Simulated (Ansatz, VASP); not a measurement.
CdSe: VASP beside Ansatz

```xyz
2
Lattice="0.0000 3.0678 3.0371 3.0678 0.0000 3.0371 3.0678 3.0678 0.0000" Properties=species:S:1:pos:R:3 pbc="T T T"
Cd    0.0000    0.0000    0.0000
Se    1.5339    1.5339    1.5186
```

Change from the starting cell: uniaxial_z strain -1.0%.

Alike in both runs: task single point; functional PBE; k mesh 8 × 8 × 8; occupations fermi-dirac, width 0.02 eV; no spin polarisation.

```csv
,VASP,Ansatz
version,VASP 6.6.1,Ansatz 0.2.0
potentials or method,"VASP PAW PBE potentials, release 64 (Cd, Se)","plane waves, PAW"
plane-wave cutoff (eV),500,420
valence electrons in the cell,18,36
```

|  | VASP | Ansatz | Ansatz less VASP |
| --- | --- | --- | --- |
| pressure (GPa) | 2.2 | 1.9 | -0.30 |
| traceless stress, the component that is largest in VASP (GPa) | 0.10 | 0.10 | +0.002 |

VASP's potentials hold 18 valence electrons a cell and Ansatz's 36, so a difference there can come from the potentials and not from the codes.
